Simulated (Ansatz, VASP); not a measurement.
**One calculation of Eu, two programs**

Contents of INCAR:

```
SYSTEM = Eu
PREC = Accurate ; ENCUT = 520
EDIFF = 1E-6 ; ISMEAR = -1
SIGMA = 0.05 ; LREAL = .FALSE.
LASPH = .TRUE. ; NELM = 150
ALGO = Normal ; ISIF = 2
LWAVE = .FALSE. ; LCHARG = .FALSE.
ISPIN = 2 ; MAGMOM = 6.925
LORBIT = 11 ; LMAXMIX = 6
GGA = CA ; NBANDS = 18
```

KPOINTS

```
regular mesh
0
G
  14 14 14
  0 0 0
```

Contents of POSCAR:

```
Eu
1.0
   -2.0544259245      2.0544259245      2.0544259245
    2.0544259245     -2.0544259245      2.0544259245
    2.0544259245      2.0544259245     -2.0544259245
Eu
1
Direct
    0.0000000000      0.0000000000      0.0000000000
```

Input for Ansatz:

```yaml
crystal:
  lattice:
    - [-2.0544259245, 2.0544259245, 2.0544259245]
    - [2.0544259245, -2.0544259245, 2.0544259245]
    - [2.0544259245, 2.0544259245, -2.0544259245]
  atoms:
    - { symbol: Eu, position: [0.0, 0.0, 0.0], spin: 6.925 }
hamiltonian:
  xc: lda
  pseudopotentials:
    kind: paw
    azcp:
      Eu: "pseudopotentials/Eu.paw.azcp"
basis:
  ecutwfc: 420
  fft_grid_basis: typed
kpoints:
  mp_grid: { grid: [14, 14, 14], shift: [0, 0, 0] }
magnetization:
  spin_polarized: true
scf:
  occupations: { method: fermi_dirac, width: 0.05 }
  lower_state_search: "off"
output:
  stress: true
```

Alike in both runs: task single point; functional LDA; k mesh 14 × 14 × 14; occupations fermi-dirac, width 0.05 eV; collinear spin.

|  | VASP | Ansatz |
| --- | --- | --- |
| version | VASP 6.6.1 | Ansatz 0.2.0 |
| potentials or method | VASP PAW PBE potentials, release 64 (Eu), cutoff 520 eV | plane waves (420 eV) with PAW, scalar-relativistic |
| valence electrons in the cell | 17 | 17 |

```csv
,VASP,Ansatz,Ansatz less VASP
pressure (GPa),-0.3,-0.1,+0.26
net moment per atom (μB),7.13,7.16,+0.038
size of the moment on the site where the two differ most (μB),6.64,6.93,+0.287
```

VASP's potentials were made for PBE, not for LDA, and Ansatz warns of the same on its side. LDA's correlation is that of Perdew and Zunger in VASP and of Perdew and Wang (1992) in Ansatz. Site moments also hang on the region over which each program counts them.

Neither program's run includes spin-orbit coupling.
